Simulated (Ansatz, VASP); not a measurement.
**One calculation of K, two programs**

```
K
1.0
     0.00000    3.43651    3.43651
     3.43651    0.00000    3.43651
     3.43651    3.43651    0.00000
K
1
Cartesian
  0.0000 0.0000 0.0000
```

Change from the starting cell: volume scaled by 1.04.

Alike in both runs: task single point; functional PBE; k mesh 7 × 7 × 7; occupations fermi-dirac, width 0.05 eV; no spin polarisation.

|  | VASP | Ansatz |
| --- | --- | --- |
| version | VASP 6.6.1 | Ansatz 0.2.0 |
| potentials or method | VASP PAW PBE potentials, release 64 (K_sv), cutoff 520 eV | all-electron LAPW, scalar-relativistic |

```csv
,VASP,Ansatz,Ansatz less VASP
gap on the k mesh at the Fermi level (eV),none,none,-
pressure (GPa),-0.3,-0.3,+0.01
```

A gap of «none» marks a metal or a gap that the smearing closes. Ansatz ran all-electron here, and VASP with PAW potentials.
